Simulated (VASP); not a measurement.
# Ge (Cmmm) in VASP: further runs

The runs below take Ge through single point, with PBEsol.

Program: VASP 6.6.1. These are calculated values, not measurements. Logs are shortened: lines on timing, memory, paths and dates and some standing lists are left out, and cuts for length are marked.

## 1. The cell of the first run

It takes space group Cmmm (No. 65, orthorhombic). The conventional cell has a = 2.515 Å, b = 4.681 Å, c = 2.698 Å, α = 90.00°, β = 90.00°, γ = 90.00°. Ge (site symmetry mmm) has 8 Ge at 2.51 to 2.70 Å within 3.3 Å.

## 2. Single point, PBEsol (strain -0.1000 x Voigt [1, 1, 0, 0, 0, 0])

The input, INCAR:

```
  PREC = Accurate
  ENCUT = 520
  EDIFF = 1E-6
  ISMEAR = 0
  SIGMA = 0.15
  LREAL = False
  LASPH = True
  NELM = 80
  ALGO = Normal
  ISIF = 2
  LWAVE = False
  LCHARG = False
  GGA = PS
  NBANDS = 13
```

The input, KPOINTS:

```
regular mesh
0
Gamma
  20 20 18
```

The input, POSCAR:

```
Ge
1.0
    1.2574341000     -2.3404644000      0.0000000000
    1.2574341000      2.3404644000      0.0000000000
    0.0000000000      0.0000000000      2.6982310000
Ge
1
Direct
    0.5000000000      0.5000000000      0.0000000000
```

Potentials or basis: VASP PAW PBE potentials, release 64 (Ge_d).

On the command line:

```console
$ cat potpaw_PBE.64/Ge_d/POTCAR > POTCAR
$ mpirun -np 1 vasp_std > vasp.out
```

OUTCAR:

```text
PREC = Accurate
   ENCUT = 520
   EDIFF = 1E-6
   ISMEAR = 0
   LREAL = False
   LASPH = True
   NELM = 80
   ISIF = 2
   GGA = PS

 ion  position               nearest neighbor table
   1  0.500  0.500  0.000-

  LATTYP: Found a base centered orthorhombic cell.
 ALAT       =     2.5148682000
 B/A-ratio  =     1.8613018368
 C/A-ratio  =     1.0729114949

  Lattice vectors:

 A1 = (   1.2574341000,  -2.3404644000,   0.0000000000)
 A2 = (   1.2574341000,   2.3404644000,   0.0000000000)
 A3 = (   0.0000000000,   0.0000000000,   2.6982310000)

Analysis of symmetry for initial positions (statically):
=====================================================================
 Subroutine PRICEL returns:
 Original cell was already a primitive cell.

 Routine SETGRP: Setting up the symmetry group for a
 base centered orthorhombic supercell.

 Subroutine GETGRP returns: Found  8 space group operations
 (whereof  8 operations were pure point group operations)
 out of a pool of  8 trial point group operations.

The static configuration has the point symmetry D_2h.

Analysis of symmetry for dynamics (positions and initial velocities):
=====================================================================
 Subroutine PRICEL returns:
 Original cell was already a primitive cell.

 Routine SETGRP: Setting up the symmetry group for a
 base centered orthorhombic supercell.

 Subroutine GETGRP returns: Found  8 space group operations
 (whereof  8 operations were pure point group operations)
 out of a pool of  8 trial point group operations.

The dynamic configuration has the point symmetry D_2h.

 Subroutine INISYM returns: Found  8 space group operations
 (whereof  8 operations are pure point group operations),
 and found     1 'primitive' translations

----------------------------------------------------------------------------------------

                                     Primitive cell

  volume of cell :      15.8817

  direct lattice vectors                    reciprocal lattice vectors
     1.257434100 -2.340464400  0.000000000     0.397635152 -0.213632816  0.000000000
     1.257434100  2.340464400  0.000000000     0.397635152  0.213632816  0.000000000
     0.000000000  0.000000000  2.698231000     0.000000000  0.000000000  0.370613191

  length of vectors
     2.656861706  2.656861706  2.698231000     0.451389737  0.451389737  0.370613191

  position of ions in fractional coordinates (direct lattice)
     0.500000000  0.500000000  0.000000000

  ion indices of the primitive-cell ions
   primitive index   ion index
[... 82 lines left out ...]
   TEBEG  =    0.0;   TEEND  =   0.0 temperature during run
   PSTRESS=    0.0 pullay stress
   NELECT =      14.0000    total number of electrons
   NUPDOWN=      -1.0000    fix difference up-down
   EMIN   =  10.00;   EMAX   =-10.00  energy-range for DOS
   EFERMI =   0.00;   METHOD = LEGACY
   ISMEAR =     0;   SIGMA  =   0.15  broadening in eV -4-tet -1-fermi 0-gaus
   EFERMI_NEDOS =   21; number of points for ismear=-14 and -15
   IALGO  =     38    algorithm
   IMIX   =      4    mixing-type and parameters
     AMIX     =   0.40;   BMIX     =  1.00
     AMIX_MAG =   1.60;   BMIX_MAG =  1.00
  volume/ion in A,a.u.               =      15.88       107.17
  Fermi-wavevector in a.u.,A,eV,Ry     =   1.569707  2.966317 33.524502  2.463981
  Thomas-Fermi vector in A             =   2.671550
   LORBIT       =      0    0 simple, 1 ext, 2 COOP (PROOUT), +10 PAW based schemes
   GGA     = PS    functional components
   LHFCALC =     F    Hartree Fock is set to
   AEXX    =    0.0000 exact exchange contribution
   IVDW    =     0    specifies the selected vdW correction
   LEPSILON=     F    determine dielectric tensor
   LRPA    =     F    only Hartree local field effects (RPA)
 non-spin polarized calculation
 Gauss-broadening in eV      SIGMA  =   0.15
  energy-cutoff  :      520.00
  volume of cell :       15.88
 maximum number of plane-waves:       440
   NGX =  9   NGY =  9   NGZ = 11

 number of electron      13.9999989 magnetization

 Free energy of the ion-electron system (eV)
  ---------------------------------------------------
  ext. energy  EPLUGINS =         0.00000000
  ---------------------------------------------------
  free energy    TOTEN  =        -4.52754266 eV

  energy without entropy =       -4.52382573  energy(sigma->0) =       -4.52568420

 E-fermi :   8.5401     XC(G=0): -12.2626

 val. band max:        8.5398159118   @ k =  -0.2500   0.0500   0.2222
 cond. band min:       8.5416181640   @ k =   0.4000   0.2500   0.3889
 fundamental gap:      0.0018022522
 Fermi energy:         8.5401087047

 k-point     1 :       0.0000    0.0000    0.0000
  band No.  band energies     occupation
      1     -16.3992      2.00000
      2     -16.3366      2.00000
      3     -16.2267      2.00000
      4     -16.0516      2.00000
      5     -16.0236      2.00000
      6      -6.3536      2.00000
      7      13.3432      0.00000
      8      17.3597      0.00000
      9      19.1087      0.00000
     10      21.3029      0.00000
     11      23.8055      0.00000
     12      26.1780      0.00000
     13      26.6966      0.00000
[... 354 lines left out ...]
  band No.  band energies     occupation
      1     -16.3690      2.00000
      2     -16.2155      2.00000
      3     -16.1360      2.00000
      4     -16.0942      2.00000
      5     -16.0726      2.00000
      6      -3.0680      2.00000
      7       8.0490      2.00000
      8      13.4626      0.00000
      9      16.5883      0.00000
     10      19.4947      0.00000
     11      21.4652      0.00000
     12      28.9131      0.00000
     13      30.7335      0.00000

 [... further k-points ...]

------------------------ aborting loop because EDIFF is reached ----------------------------------------

  FORCE on cell =-STRESS in cart. coord.  units (eV):
  Direction    XX          YY          ZZ          XY          YZ          ZX
  --------------------------------------------------------------------------------------
  -------------------------------------------------------------------------------------
  Total        3.2343444      2.4415313     -0.1525627      0.0000000      0.0000000      0.0000000
  in kB      326.2875041    246.3068406    -15.3908449      0.0000000      0.0000000      0.0000000
  external PRESSURE =     185.7344999 kB  Pullay stress =       0.0000000 kB

 VOLUME and BASIS-vectors are now :
 -----------------------------------------------------------------------------
  energy-cutoff  :      520.00
  volume of cell :       15.88
      direct lattice vectors                 reciprocal lattice vectors
     1.257434100 -2.340464400  0.000000000     0.397635152 -0.213632816  0.000000000
     1.257434100  2.340464400  0.000000000     0.397635152  0.213632816  0.000000000
     0.000000000  0.000000000  2.698231000     0.000000000  0.000000000  0.370613191

 POSITION                                       TOTAL-FORCE (eV/Angst)
 -----------------------------------------------------------------------------------
      1.25743      0.00000      0.00000         0.000000      0.000000      0.000000
 -----------------------------------------------------------------------------------
    total drift:                               -0.000000      0.000000     -0.000000

  FREE ENERGIE OF THE ION-ELECTRON SYSTEM (eV)
  ---------------------------------------------------
  free  energy   TOTEN  =        -4.5275426643 eV

  energy  without entropy=       -4.5238257315  energy(sigma->0) =       -4.52568420
```

Wall time 50 s (1 thread of Intel Xeon 6975P-C (Granite Rapids), shared host); peak memory 0.3 GiB.

What came out:

```
Free energy            : -4.5275 eV
Pressure               : 18.6 GPa
Band gap on the k mesh : zero (bands 7 and 8 overlap by 9.33 eV)
```

Levels at points of the mesh, in eV from the Fermi level:
```tsv
k point	band 3	band 4	band 5	band 6	band 7	band 8	band 9	band 10	band 11	band 12
(0.00, 0.00, 0.00)	-24.77	-24.59	-24.56	-14.89	4.80	8.82	10.57	12.76	15.27	17.64
(0.50, 0.00, 0.00)	-24.70	-24.62	-24.53	-7.44	-6.65	5.18	9.26	10.69	15.51	15.91
(0.50, 0.50, 0.00)	-24.71	-24.59	-24.56	-8.62	-7.00	7.54	9.73	11.25	15.06	15.45
(0.00, 0.00, 0.50)	-24.75	-24.65	-24.62	-11.29	-7.27	13.39	15.65	18.48	19.74	20.43
(0.50, 0.00, 0.50)	-24.69	-24.55	-24.47	-3.89	-3.31	-1.35	3.17	7.89	13.57	15.00
(0.50, 0.50, 0.50)	-24.65	-24.55	-24.51	-4.62	-4.18	-2.23	2.63	10.30	15.92	17.08
```

Caveat: the cell differs from its parent crystal (strain -0.1000 x Voigt [1, 1, 0, 0, 0, 0]); the cell stands under pressure; the PAW data sets were made with another functional, which shifts forces and pressure a little.

## 3. Single point, PBEsol (strain -0.0750 x Voigt [1, 1, 0, 0, 0, 0])

The input, INCAR:

```
PREC     = Accurate       # precision mode
ENCUT    = 520            # plane-wave cutoff, eV
EDIFF    = 1E-7           # SCF threshold, eV
ISMEAR   = 0              # smearing method
SIGMA    = 0.15           # smearing width, eV
LREAL    = F              # projectors in reciprocal space
LASPH    = T              # aspherical terms in the spheres
NELM     = 100            # most SCF steps
ALGO     = Normal         # electronic algorithm
ISIF     = 2              # what is computed and relaxed
LWAVE    = F              # write WAVECAR
LCHARG   = F              # write CHGCAR
GGA      = PS             # functional
NBANDS   = 13             # bands
```

The input, KPOINTS:

```
Automatic mesh
0
Gamma
  20 20 18
```

The input, POSCAR:

```
Ge
1.0
    1.2923628250     -2.4054773000      0.0000000000
    1.2923628250      2.4054773000      0.0000000000
    0.0000000000      0.0000000000      2.6982310000
Ge
1
Direct
    0.5000000000      0.5000000000      0.0000000000
```

Potentials or basis: VASP PAW PBE potentials, release 64 (Ge_d).

On the command line:

```console
$ cat potpaw_PBE.64/Ge_d/POTCAR > POTCAR
$ mpirun -np 1 vasp_std > vasp.out
```

Wall time 55 s (1 thread of Intel Xeon 6975P-C (Granite Rapids), shared host); peak memory 0.31 GiB.

It converged, with:

| Quantity | Value |
| --- | --- |
| Free energy | -4.6527 eV |
| Pressure | 10.3 GPa |
| Band gap on the k mesh | zero (bands 7 and 8 overlap by 9.36 eV) |

Stress tensor (GPa, compression positive):
```
19.32  0.00  0.00
 0.00 13.57  0.00
 0.00  0.00 -2.08
```

Levels at points of the mesh, in eV from the Fermi level:
```csv
k point,band 4,band 5,band 6,band 7,band 8,band 9,band 10,band 11
"(0.00, 0.00, 0.00)",-24.53,-24.50,-14.31,5.35,9.25,9.59,11.58,14.47
"(0.50, 0.00, 0.00)",-24.55,-24.49,-7.53,-6.27,4.69,8.75,10.67,15.76
"(0.50, 0.50, 0.00)",-24.52,-24.51,-8.62,-6.58,6.89,9.79,10.69,15.36
"(0.00, 0.00, 0.50)",-24.59,-24.56,-10.66,-6.81,12.41,14.43,17.79,18.72
"(0.50, 0.00, 0.50)",-24.50,-24.42,-3.42,-3.39,-1.40,3.29,7.45,12.99
"(0.50, 0.50, 0.50)",-24.50,-24.45,-4.61,-3.67,-2.22,2.80,9.68,15.20
```

Caveat: the cell differs from its parent crystal (strain -0.0750 x Voigt [1, 1, 0, 0, 0, 0]); the cell stands under pressure; the PAW data sets were made with another functional, which shifts forces and pressure a little.
